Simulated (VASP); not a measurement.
LiBr: single point with PBE

The system is LiBr.

```
CELL_PARAMETERS angstrom
0.00000 2.75065 2.75065
2.75065 0.00000 2.75065
2.75065 2.75065 0.00000
ATOMIC_POSITIONS crystal
Li 0.00000 0.00000 0.00000
Br 0.50000 0.50000 0.50000
```

```json
{
  "Program": "VASP 6.6.1",
  "Task": "single point",
  "Functional": "PBE",
  "Potentials or basis": "VASP PAW PBE potentials, release 64 (Li_sv, Br)",
  "Cutoff": "750 eV",
  "k mesh": "6 × 6 × 6",
  "Occupations": "gaussian, width 0.01 eV",
  "Spin": "no spin polarisation",
  "Dipole correction": "no",
  "Further INCAR settings": "ALGO = Normal; EDIFF = 1e-06; NBANDS = 12"
}
```

| Item | Value |
| --- | --- |
| Pressure | 0.1 GPa |
| Band gap on the k mesh | 4.94 eV, direct |

Levels at points of the mesh, in eV from the valence-band top:
```csv
k point,band 3,band 4,band 5,band 6,band 7,band 8
"(0.00, 0.00, 0.00)",0.00,0.00,0.00,4.94,10.50,10.50
"(0.50, 0.00, 0.00)",-2.88,-0.26,-0.26,5.62,8.11,8.11
"(0.50, 0.50, 0.00)",-2.88,-1.14,-1.14,6.25,7.11,11.62
```

Wall time 15 s on 1 thread of AMD EPYC 7R43 64-Core Processor (Zen 3), on a shared host, peak memory 0.17 GiB.

As with any semilocal functional, this PBE gap is likely too small.
